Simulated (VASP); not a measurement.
# Si (Fm-3m) in VASP: notebook

Runs on Si. Level: PBE. Tasks: single point.

Everything below comes from runs of VASP 6.6.1. Logs are shortened: lines on timing, memory, paths and dates and some standing lists are left out, and cuts for length are marked.

## Step 1: The cell of the first run

It takes space group Fm-3m (No. 225, cubic). The conventional cell has a = 3.340 Å, b = 3.340 Å, c = 3.340 Å, α = 90.00°, β = 90.00°, γ = 90.00°. Within 3.1 Å of Si (site symmetry m-3m) lie 12 Si at 2.36 Å.

## Step 2: Single point, PBE

The input, INCAR:

```
SYSTEM = Si
PREC = Accurate ; ENCUT = 520
EDIFF = 1E-6 ; ISMEAR = -1
SIGMA = 0.1 ; LREAL = .False.
LASPH = .True. ; NELM = 60
ALGO = Normal ; ISIF = 2
LWAVE = .False. ; LCHARG = .False.
GGA = PE ; NBANDS = 8
```

The input, KPOINTS:

```
Automatic mesh
0
Gamma
  9 9 9
  0 0 0
```

The input, POSCAR:

```
Si
1.0
    0.0000000000      1.6700000000      1.6700000000
    1.6700000000      0.0000000000      1.6700000000
    1.6700000000      1.6700000000      0.0000000000
Si
1
Direct
    0.0000000000      0.0000000000      0.0000000000
```

Potentials or basis: VASP PAW PBE potentials, release 64 (Si).

Command:

```bash
cat potpaw_PBE.64/Si/POTCAR > POTCAR
mpirun -np 1 vasp_std > vasp.out
```

OUTCAR:

```text
SYSTEM = Si
   PREC = Accurate
   ENCUT = 520
   EDIFF = 1E-6
   ISMEAR = -1
   LREAL = .False.
   LASPH = .True.
   NELM = 60
   ISIF = 2
   GGA = PE

 ion  position               nearest neighbor table
   1  0.000  0.000  0.000-

  LATTYP: Found a face centered cubic cell.
 ALAT       =     3.3400000000

  Lattice vectors:

 A1 = (   0.0000000000,   1.6700000000,   1.6700000000)
 A2 = (   1.6700000000,   0.0000000000,   1.6700000000)
 A3 = (   1.6700000000,   1.6700000000,   0.0000000000)

Analysis of symmetry for initial positions (statically):
=====================================================================
 Subroutine PRICEL returns:
 Original cell was already a primitive cell.

 Routine SETGRP: Setting up the symmetry group for a
 face centered cubic supercell.

 Subroutine GETGRP returns: Found 48 space group operations
 (whereof 48 operations were pure point group operations)
 out of a pool of 48 trial point group operations.

The static configuration has the point symmetry O_h .

Analysis of symmetry for dynamics (positions and initial velocities):
=====================================================================
 Subroutine PRICEL returns:
 Original cell was already a primitive cell.

 Routine SETGRP: Setting up the symmetry group for a
 face centered cubic supercell.

 Subroutine GETGRP returns: Found 48 space group operations
 (whereof 48 operations were pure point group operations)
 out of a pool of 48 trial point group operations.

The dynamic configuration has the point symmetry O_h .

 Subroutine INISYM returns: Found 48 space group operations
 (whereof 48 operations are pure point group operations),
 and found     1 'primitive' translations

----------------------------------------------------------------------------------------

                                     Primitive cell

  volume of cell :       9.3149

  direct lattice vectors                    reciprocal lattice vectors
     0.000000000  1.670000000  1.670000000    -0.299401198  0.299401198  0.299401198
     1.670000000  0.000000000  1.670000000     0.299401198 -0.299401198  0.299401198
     1.670000000  1.670000000  0.000000000     0.299401198  0.299401198 -0.299401198

  length of vectors
     2.361736649  2.361736649  2.361736649     0.518578086  0.518578086  0.518578086

  position of ions in fractional coordinates (direct lattice)
     0.000000000  0.000000000  0.000000000

  ion indices of the primitive-cell ions
   primitive index   ion index
                 1           1

----------------------------------------------------------------------------------------

 KPOINTS: Automatic mesh

Automatic generation of k-mesh.
 Grid dimensions read from file:
 generate k-points for:    9    9    9

 Generating k-lattice:

  Cartesian coordinates                     Fractional coordinates (reciprocal lattice)
    -0.033266800  0.033266800  0.033266800     0.111111111  0.000000000  0.000000000
     0.033266800 -0.033266800  0.033266800     0.000000000  0.111111111  0.000000000
     0.033266800  0.033266800 -0.033266800     0.000000000  0.000000000  0.111111111

  Length of vectors
     0.057619787  0.057619787  0.057619787

  Shift w.r.t. Gamma in fractional coordinates (k-lattice)
     0.000000000  0.000000000  0.000000000

 Subroutine IBZKPT returns following result:
 ===========================================

 Found     35 irreducible k-points:

 Following reciprocal coordinates:
            Coordinates               Weight
  0.000000  0.000000  0.000000      1.000000
  0.111111  0.000000  0.000000      8.000000
  0.222222  0.000000  0.000000      8.000000
  0.333333  0.000000  0.000000      8.000000
  0.444444  0.000000  0.000000      8.000000
  0.111111  0.111111  0.000000      6.000000
[... 16 lines left out ...]
 -0.333333  0.333333  0.000000     12.000000
  0.444444  0.444444  0.000000      6.000000
 [... further k-points ...]
   k-points           NKPTS =     35   k-points in BZ     NKDIM =     35   number of bands    NBANDS=      8
   number of dos      NEDOS =    301   number of ions     NIONS =      1
   total plane-waves  NPLWV =   5832
   dimension x,y,z NGX =    18 NGY =   18 NGZ =   18
   dimension x,y,z NGXF=    36 NGYF=   36 NGZF=   36
   ions per type =               1
   NGX,Y,Z   is equivalent  to a cutoff of  12.67, 12.67, 12.67 a.u.
   NGXF,Y,Z  is equivalent  to a cutoff of  25.34, 25.34, 25.34 a.u.
 SYSTEM =  Si
   PREC   = accura    normal or accurate (medium, high low for compatibility)
   ISTART =      0    job   : 0-new  1-cont  2-samecut
   ICHARG =      2    charge: 1-file 2-atom 10-const
   ISPIN  =      1    spin polarized calculation?
   LNONCOLLINEAR =      F non collinear calculations
   LSORBIT =      F    spin-orbit coupling
   LASPH  =      T    aspherical Exc in radial PAW
   ENCUT  =  520.0 eV  38.22 Ry    6.18 a.u.   4.39  4.39  4.39*2*pi/ulx,y,z
   NELM   =     60;   NELMIN=  2; NELMDL= -5     # of ELM steps
   EDIFF  = 0.1E-05   stopping-criterion for ELM
   LREAL  =      F    real-space projection
   EDIFFG = 0.1E-04   stopping-criterion for IOM
   NSW    =      0    number of steps for IOM
   IBRION =     -1    ionic relax: 0-MD 1-quasi-New 2-CG
   NFREE  =      0    steps in history (QN), initial steepest desc. (CG)
   ISIF   =      2    stress and relaxation
   ISYM   =      2    0-nonsym 1-usesym 2-fastsym
   POTIM  = 0.5000    time-step for ionic-motion
   TEBEG  =    0.0;   TEEND  =   0.0 temperature during run
   PSTRESS=    0.0 pullay stress
   NELECT =       4.0000    total number of electrons
   NUPDOWN=      -1.0000    fix difference up-down
   EMIN   =  10.00;   EMAX   =-10.00  energy-range for DOS
   EFERMI =   0.00;   METHOD = LEGACY
   ISMEAR =    -1;   SIGMA  =   0.10  broadening in eV -4-tet -1-fermi 0-gaus
   EFERMI_NEDOS =   21; number of points for ismear=-14 and -15
   IALGO  =     38    algorithm
   IMIX   =      4    mixing-type and parameters
     AMIX     =   0.40;   BMIX     =  1.00
     AMIX_MAG =   1.60;   BMIX_MAG =  1.00
  volume/ion in A,a.u.               =       9.31        62.86
  Fermi-wavevector in a.u.,A,eV,Ry     =   1.235099  2.333998 20.755266  1.525469
  Thomas-Fermi vector in A             =   2.369762
   LORBIT       =      0    0 simple, 1 ext, 2 COOP (PROOUT), +10 PAW based schemes
   GGA     = PE    functional components
   LHFCALC =     F    Hartree Fock is set to
   AEXX    =    0.0000 exact exchange contribution
   IVDW    =     0    specifies the selected vdW correction
   LEPSILON=     F    determine dielectric tensor
   LRPA    =     F    only Hartree local field effects (RPA)
 non-spin polarized calculation
  energy-cutoff  :      520.00
  volume of cell :        9.31
 maximum number of plane-waves:       265
 NGX is ok and might be reduce to    18
   NGX =  9   NGY =  9   NGZ =  9

 number of electron       4.0000000 magnetization

 Free energy of the ion-electron system (eV)
  ---------------------------------------------------
  ext. energy  EPLUGINS =         0.00000000
  ---------------------------------------------------
  free energy    TOTEN  =        -3.84170862 eV

  energy without entropy =       -3.83091633  energy(sigma->0) =       -3.83631247

 E-fermi :  17.0312     XC(G=0): -13.0698

 val. band max:       16.7058724224   @ k =   0.4444   0.3333   0.0000
 cond. band min:      17.0446624543   @ k =  -0.2222   0.3333   0.1111
 fundamental gap:      0.3387900319
 Fermi energy:        17.0312472708

 k-point     1 :       0.0000    0.0000    0.0000
  band No.  band energies     occupation
      1      -2.0747      2.00000
      2      30.8975      0.00000
      3      30.8975      0.00000
      4      30.8975      0.00000
      5      34.6743      0.00000
      6      34.6743      0.00000
      7      34.6743      0.00000
      8      37.3259      0.00000

 k-point     2 :       0.1111    0.0000    0.0000
  band No.  band energies     occupation
      1      -1.5945      2.00000
      2      26.1457      0.00000
      3      30.1637      0.00000
      4      30.1637      0.00000
      5      35.2579      0.00000
      6      36.1432      0.00000
      7      36.1432      0.00000
      8      38.5920      0.00000

 k-point     3 :       0.2222    0.0000    0.0000
  band No.  band energies     occupation
      1      -0.1634      2.00000
      2      20.0365      0.00000
      3      29.2742      0.00000
      4      29.2742      0.00000
      5      34.8066      0.00000
      6      35.3309      0.00000
      7      35.3309      0.00000
      8      39.4968      0.00000

 k-point     4 :       0.3333    0.0000    0.0000
  band No.  band energies     occupation
      1       2.1900      2.00000
      2      14.4510      2.00000
      3      28.9462      0.00000
      4      28.9462      0.00000
      5      32.7212      0.00000
      6      32.7212      0.00000
      7      34.6850      0.00000
      8      39.1121      0.00000

 k-point     5 :       0.4444    0.0000    0.0000
  band No.  band energies     occupation
      1       5.4021      2.00000
      2       9.6076      2.00000
      3      29.2075      0.00000
      4      29.2075      0.00000
      5      30.9423      0.00000
      6      30.9423      0.00000
      7      35.2233      0.00000
      8      37.0087      0.00000
[... 177 lines left out ...]
 k-point    22 :      -0.4444    0.3333    0.0000
  band No.  band energies     occupation
      1       8.8971      2.00000
      2      12.8733      2.00000
      3      15.1578      2.00000
      4      23.0973      0.00000
      5      25.5041      0.00000
      6      35.1814      0.00000
      7      43.3145      0.00000
      8      46.8105      0.00000

 k-point    23 :      -0.3333    0.3333    0.0000
  band No.  band energies     occupation
      1       8.9757      2.00000
      2      11.9619      2.00000
      3      14.7786      2.00000
      4      24.2842      0.00000
      5      27.0360      0.00000
      6      40.4386      0.00000
      7      41.9479      0.00000
      8      42.5250      0.00000

 k-point    24 :       0.4444    0.4444    0.0000
  band No.  band energies     occupation
      1       7.7308      2.00000
      2      13.6471      2.00000
      3      20.6272      0.00000
      4      22.0492      0.00000
      5      22.0492      0.00000
      6      28.2170      0.00000
      7      48.4162      0.00000
      8      50.7973      0.00000

 [... further k-points ...]
[... 5 lines left out ...]
  --------------------------------------------------------------------------------------
  -------------------------------------------------------------------------------------
  Total        5.4379077      5.4379077      5.4379077      0.0000000      0.0000000      0.0000000
  in kB      935.3259914    935.3259914    935.3259914      0.0000000      0.0000000      0.0000000
  external PRESSURE =     935.3259914 kB  Pullay stress =       0.0000000 kB

 VOLUME and BASIS-vectors are now :
 -----------------------------------------------------------------------------
  energy-cutoff  :      520.00
  volume of cell :        9.31
      direct lattice vectors                 reciprocal lattice vectors
     0.000000000  1.670000000  1.670000000    -0.299401198  0.299401198  0.299401198
     1.670000000  0.000000000  1.670000000     0.299401198 -0.299401198  0.299401198
     1.670000000  1.670000000  0.000000000     0.299401198  0.299401198 -0.299401198

 POSITION                                       TOTAL-FORCE (eV/Angst)
 -----------------------------------------------------------------------------------
      0.00000      0.00000      0.00000         0.000000      0.000000      0.000000
 -----------------------------------------------------------------------------------
    total drift:                                0.000000      0.000000      0.000000

  FREE ENERGIE OF THE ION-ELECTRON SYSTEM (eV)
  ---------------------------------------------------
  free  energy   TOTEN  =        -3.8417086177 eV

  energy  without entropy=       -3.8309163293  energy(sigma->0) =       -3.83631247
```

Wall time 3 s (1 thread of Intel Xeon Platinum 8488C (Sapphire Rapids), shared host); peak memory 0.11 GiB.

What came out:

| Property | Result |
| --- | --- |
| Free energy | -3.8417 eV |
| Pressure | 93.5 GPa |
| Band gap on the k mesh | zero (band 2 reaches 30.90 eV, above the bottom of band 3 at 13.93 eV) |

Caveat: the k points lie up to 0.36 Å⁻¹ apart.

## Step 3: Single point, PBE

The input, INCAR:

```
  PREC = Accurate
  ENCUT = 520
  EDIFF = 1E-6
  ISMEAR = -1
  SIGMA = 0.1
  LREAL = False
  LASPH = True
  NELM = 80
  ALGO = Normal
  ISIF = 2
  LWAVE = False
  LCHARG = True
  GGA = PE
  LELF = True
  LVHAR = True
  NBANDS = 8
```

The input, KPOINTS:

```
regular mesh
0
Gamma
  11 11 11
```

POSCAR is that of step 2.

Potentials or basis: VASP PAW PBE potentials, release 64 (Si).

Command:

```bash
cat potpaw_PBE.64/Si/POTCAR > POTCAR
mpirun -np 1 vasp_std > vasp.out
```

Run time: 4.4 s. Hardware: 1 thread of Intel Xeon Platinum 8488C (Sapphire Rapids), shared host; peak memory 0.11 GiB.

It converged, with:

- Free energy: -3.8769 eV
- Pressure: 93.4 GPa
- Band gap on the k mesh: zero (band 2 reaches 30.90 eV, above the bottom of band 3 at 13.98 eV)

Levels at points of the mesh, in eV from the Fermi level:
```
           k point  band 1  band 2  band 3  band 4  band 5  band 6
(0.00, 0.00, 0.00)  -19.22   13.76   13.76   13.76   17.53   17.53
```

## Step 4: Single point, PBE

The input, INCAR:

```
SYSTEM = Si
PREC = Accurate ; ENCUT = 520
EDIFF = 1E-7 ; ISMEAR = -1
SIGMA = 0.1 ; LREAL = .FALSE.
LASPH = .TRUE. ; NELM = 60
ALGO = Normal ; ISIF = 2
LWAVE = .FALSE. ; LCHARG = .TRUE.
GGA = PE ; LELF = .TRUE.
LVHAR = .TRUE. ; NBANDS = 8
```

The input, KPOINTS:

```
Automatic mesh
0
G
  14 14 14
  0 0 0
```

POSCAR is that of step 3.

Command:

```bash
cat potpaw_PBE.64/Si/POTCAR > POTCAR
mpirun -np 1 vasp_std > vasp.out
```

Run time: 7.6 s. Hardware: 1 thread of Intel Xeon Platinum 8488C (Sapphire Rapids), shared host; peak memory 0.11 GiB.

It converged, with:

- Free energy: -3.8690 eV
- Pressure: 94.7 GPa
- Band gap on the k mesh: zero (band 2 reaches 30.90 eV, above the bottom of band 3 at 13.45 eV)

Levels at points of the mesh, in eV from the Fermi level:
| k point | band 1 | band 2 | band 3 | band 4 | band 5 | band 6 | band 7 |
| --- | --- | --- | --- | --- | --- | --- | --- |
| (0.00, 0.00, 0.00) | -19.23 | 13.74 | 13.74 | 13.74 | 17.52 | 17.52 | 17.52 |
| (0.50, 0.00, 0.00) | -10.24 | -9.27 | 12.19 | 12.19 | 13.46 | 13.46 | 18.34 |
| (0.50, 0.50, 0.00) | -7.79 | -5.41 | 3.31 | 4.76 | 4.76 | 10.91 | 31.82 |

## Step 5: The runs side by side

| k mesh | gap on the mesh (eV) | pressure (GPa) |
| --- | --- | --- |
| 9 × 9 × 9 | none | 93.5 |
| 11 × 11 × 11 | none | 93.4 |
| 14 × 14 × 14 | none | 94.7 |

Alike in all rows: task single point; level PBE; potentials or basis VASP PAW PBE potentials, release 64 (Si); no spin polarisation; cell as given; cutoff (eV) 520; smearing fermi-dirac 0.1 eV.

Caveats: some runs use coarse meshes.

Absolute energies hang on the potentials; compare differences alone.
